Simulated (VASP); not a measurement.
Write the native input for VASP 6.6.1 that does the following.

```
Task                   : relaxation of cell and atoms
Functional             : PBE
Potentials or basis    : VASP PAW PBE potentials, release 64 (Zn, B)
Cutoff                 : 500 eV
k mesh                 : 4 × 4 × 4
Occupations            : gaussian, width 0.2 eV
Spin                   : no spin polarisation
Dipole correction      : no
Further INCAR settings : ALGO = Normal; EDIFF = 1e-07; IBRION = 2; EDIFFG = -0.08; NSW = 36; ISIF = 3
```

The structure of Zn2B3 lies in POSCAR:

```
Zn2B3
1.0
    4.8547336800      0.0000000000      0.0000000000
    0.0000000000      4.8547336800      0.0000000000
    0.0000000000      0.0000000000      4.8547336800
Zn B
4 6
Direct
    0.2500000000      0.2500000000      0.2500000000
    0.2500000000      0.7500000000      0.7500000000
    0.7500000000      0.7500000000      0.2500000000
    0.7500000000      0.2500000000      0.7500000000
    0.0000000000      0.5000000000      0.5000000000
    0.0000000000      0.5000000000      0.0000000000
    0.5000000000      0.0000000000      0.5000000000
    0.0000000000      0.0000000000      0.5000000000
    0.5000000000      0.0000000000      0.0000000000
    0.5000000000      0.5000000000      0.0000000000
```

The cell was built from a structure type or drawn by symmetry, and may not be a known phase.

The input as run:

INCAR

```
SYSTEM = Zn2B3
PREC = Accurate
ENCUT = 500
EDIFF = 1E-7
ISMEAR = 0
SIGMA = 0.2
LREAL = .FALSE.
LASPH = .TRUE.
NELM = 120
ALGO = Normal
ISIF = 3
LWAVE = .FALSE.
LCHARG = .FALSE.
GGA = PE
IBRION = 2
NSW = 36
EDIFFG = -0.08
GGA_COMPAT = .FALSE.
NELMIN = 4
```

KPOINTS

```
Automatic mesh
0
G
  4 4 4
  0 0 0
```

Potentials or basis: VASP PAW PBE potentials, release 64 (Zn, B).

The run is started by

```bash
$ cat potpaw_PBE.64/Zn/POTCAR potpaw_PBE.64/B/POTCAR > POTCAR
$ mpirun -np 1 vasp_std > vasp.out
```

It gave:

| Item | Value |
| --- | --- |
| Relaxed volume | 11.58 Å³/atom |
| Relaxed cell | a = 4.874 Å, b = 4.874 Å, c = 4.874 Å, α = 90.00°, β = 90.00°, γ = 90.00° |
| Space group after relaxing (to 0.1 Å) | Pn-3m (No. 224) |
| Energy gained by relaxing | 0.4 meV/atom |
| Ionic steps | 2 |
| Pressure after relaxing | -0.2 GPa |
| Band gap on the k mesh | zero (bands 33 and 34 overlap by 1.31 eV) |

Wall time 51 s on 1 thread of AMD EPYC 9R45 (Zen 5) (shared host), peak memory 0.18 GiB.
